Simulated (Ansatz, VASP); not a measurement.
**AlN in VASP and in Ansatz**

File POSCAR:

```
AlN
1.0
    0.0000000000      2.2268278375      2.2268278375
    2.2268278375      0.0000000000      2.2268278375
    2.2268278375      2.2268278375      0.0000000000
Al N
1 1
Direct
    0.0000000000      0.0000000000      0.0000000000
    0.2500000000      0.2500000000      0.2500000000
```

INCAR.step1

```
SYSTEM = AlN
  ALGO = Normal
  EDIFF = 1E-5
  ENCUT = 520
  GGA = PE
  ISIF = 2
  ISMEAR = -1
  LASPH = .TRUE.
  LCHARG = .FALSE.
  LREAL = .FALSE.
  LWAVE = .TRUE.
  NBANDS = 11
  NELM = 80
  PREC = Accurate
  SIGMA = 0.05
```

The input INCAR.step2:

```
SYSTEM = AlN
  AEXX = 0.2
  AGGAC = 0.81
  AGGAX = 0.72
  ALDAC = 0.19
  ALGO = Normal
  EDIFF = 1E-6
  ENCUT = 520
  GGA = B3
  ISIF = 2
  ISMEAR = -1
  ISTART = 1
  LASPH = .TRUE.
  LCHARG = .FALSE.
  LHFCALC = .TRUE.
  LREAL = .FALSE.
  LWAVE = .FALSE.
  NBANDS = 11
  NELM = 80
  PREC = Accurate
  PRECFOCK = Normal
  SIGMA = 0.05
```

Contents of KPOINTS:

```
k-points
0
G
  5 5 5
  0 0 0
```

File input.yaml:

```yaml
crystal:
  lattice:
    - [0.0, 2.2268278375, 2.2268278375]
    - [2.2268278375, 0.0, 2.2268278375]
    - [2.2268278375, 2.2268278375, 0.0]
  atoms:
    - { symbol: Al, position: [0.0, 0.0, 0.0] }
    - { symbol: "N", position: [0.25, 0.25, 0.25] }
hamiltonian:
  xc: b3lyp
  pseudopotentials: { kind: paw }
kpoints:
  mp_grid: { grid: [5, 5, 5] }
scf:
  occupations: { method: fermi_dirac, width: 0.05 }
output:
  forces: true
  stress: true
  eigenvalues: true
  write_density: true
  write_potential: true
  elf: true
  volumetric_format: npy
```

Alike in both runs: task single point; functional B3LYP; k mesh 5 × 5 × 5; occupations fermi-dirac, width 0.05 eV; no spin polarisation.

|  | VASP | Ansatz |
| --- | --- | --- |
| version | VASP 6.6.1 | Ansatz 0.2.0 |
| potentials or method | VASP PAW PBE potentials, release 64 (Al, N) | Ansatz PAW |
| plane-wave cutoff (eV) | 520 | 420 |
| valence electrons in the cell | 8 | 8 |

VASP gave:

```
gap on the k mesh at the Fermi level (eV) : 5.63
least direct gap on the mesh (eV)         : 5.63
pressure (GPa)                            : -8.2
```

Task: What did Ansatz give for the same quantities?

Result: gap on the k mesh at the Fermi level (eV): 5.62; least direct gap on the mesh (eV): 5.62; pressure (GPa): -8.6.

VASP's potentials were made for PBE, not for B3LYP. With one functional, cell and mesh, what is left measures potentials, basis and numerics.

The k mesh is coarse, so the values compare programs but aren't converged. Noted on Ansatz's run: odd divisions of the mesh miss points on the zone boundary, where band edges often lie, so the gap on the mesh can be too wide.
